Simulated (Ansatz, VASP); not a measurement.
## One calculation of Cd, two programs

INCAR

```
PREC = Accurate ; ENCUT = 520
EDIFF = 1E-7 ; ISMEAR = 0
SIGMA = 0.15 ; LREAL = False
LASPH = True ; NELM = 80
ALGO = Fast ; ISIF = 2
LWAVE = False ; LCHARG = False
NBANDS = 12
```

Contents of KPOINTS:

```
Automatic mesh
0
Gamma
  18 18 18
```

File POSCAR:

```
Cd
1.0
    0.0970440516      2.2181497500      2.2181497500
    2.2181497500      0.0970440516      2.2181497500
    2.3151938016      2.3151938016      0.0000000000
Cd
1
Direct
    0.0000000000      0.0000000000      0.0000000000
```

Input for Ansatz:

```yaml
crystal:
  lattice:
    - [0.0970440516, 2.21814975, 2.21814975]
    - [2.21814975, 0.0970440516, 2.21814975]
    - [2.3151938016, 2.3151938016, 0.0]
  atoms:
    - { symbol: Cd, position: [0.0, 0.0, 0.0] }
basis:
  ecutwfc: 420
kpoints:
  mp_grid: { grid: [18, 18, 18] }
hamiltonian:
  xc: lda
scf:
  occupations: { method: gaussian, width: 0.15 }
output:
  forces: true
  stress: true
  eigenvalues: true
```

Change from the starting cell: strain +0.0875 x Voigt [0, 0, 0, 0, 0, 1], atoms carried along.

Alike in both runs: task single point; functional LDA; k mesh 18 × 18 × 18; occupations gaussian, width 0.15 eV; no spin polarisation.

```csv
,VASP,Ansatz
version,VASP 6.6.1,Ansatz 0.2.0
potentials or method,"VASP PAW LDA potentials, release 64 (Cd), cutoff 520 eV","scalar-relativistic, plane waves, PAW"
valence electrons in the cell,12,20
```

```csv
,VASP,Ansatz,Ansatz less VASP
gap on the k mesh at the Fermi level (eV),none,none,-
pressure (GPa),-4.2,-4.6,-0.42
"traceless stress, the component that is largest in VASP (GPa)",0.56,0.64,+0.084
```

LDA's correlation is that of Perdew and Zunger in VASP and of Perdew and Wang (1992) in Ansatz. A gap of «none» marks a metal or a gap that the smearing closes. VASP's potentials hold 12 valence electrons a cell and Ansatz's 20, so a difference there can come from the potentials and not from the codes.
